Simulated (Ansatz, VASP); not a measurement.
# Two plane-wave programs on GeW3

The input INCAR:

```
ALGO     = Fast           # electronic algorithm
EDIFF    = 1E-6           # SCF threshold, eV
EDIFFG   = -0.01          # ionic threshold
ENCUT    = 600            # plane-wave cutoff, eV
GGA      = PE             # functional
IBRION   = 2              # ionic algorithm
ISIF     = 3              # what is computed and relaxed
ISMEAR   = 0              # smearing method
LASPH    = True           # aspherical terms in the spheres
LCHARG   = False          # write CHGCAR
LREAL    = False          # projectors in reciprocal space
LWAVE    = False          # write WAVECAR
NELM     = 80             # most SCF steps
NSW      = 100            # ionic steps
PREC     = Accurate       # precision mode
SIGMA    = 0.1            # smearing width, eV
```

The input KPOINTS:

```
k-points
0
Gamma
  12 12 12
```

The input POSCAR:

```
GeW3
1.0
    3.9764893056      0.0000000000      0.0000000000
    0.0000000000      3.9764893056      0.0000000000
    0.0000000000      0.0000000000      3.9764893056
Ge W
1 3
Direct
    0.0000000000      0.0000000000      0.0000000000
    0.0000000000      0.5000000000      0.5000000000
    0.5000000000      0.0000000000      0.5000000000
    0.5000000000      0.5000000000      0.0000000000
```

Input for Ansatz:

```yaml
crystal:
  lattice:
    - [3.9764893056, 0.0, 0.0]
    - [0.0, 3.9764893056, 0.0]
    - [0.0, 0.0, 3.9764893056]
  atoms:
    - { symbol: Ge, position: [0.0, 0.0, 0.0] }
    - { symbol: W, position: [0.0, 0.5, 0.5] }
    - { symbol: W, position: [0.5, 0.0, 0.5] }
    - { symbol: W, position: [0.5, 0.5, 0.0] }
basis:
  ecutwfc: 420
kpoints:
  mp_grid: { grid: [12, 12, 12] }
hamiltonian:
  xc: pbe
scf:
  occupations: { method: gaussian, width: 0.1 }
output:
  forces: true
  stress: true
  eigenvalues: true
relax:
  adjacent_minimum: "off"
  f_tol: 0.01
  max_steps: 80
  cell: { stress_tol: 0.05 }
```

Alike in both runs: task relaxation of cell and atoms; functional PBE; k mesh 12 × 12 × 12; occupations gaussian, width 0.1 eV; no spin polarisation.

```csv
,VASP,Ansatz
version,VASP 6.6.1,Ansatz 0.2.0
potentials or method,"VASP PAW PBE potentials, release 64 (Ge_d, W_sv), cutoff 600 eV","scalar-relativistic, plane waves, PAW"
valence electrons in the cell,56,56
```

```csv
,VASP,Ansatz,Ansatz less VASP
"gap on the k mesh at the Fermi level, each at its own relaxed structure (eV)",none,none,-
relaxed volume (Å³/atom),15.82,15.80,-0.028
relaxed cell length with the largest relative difference (Å),3.985,3.983,-0.0024
```

A gap of «none» marks a metal or a gap that the smearing closes.

Neither program's run includes spin-orbit coupling.
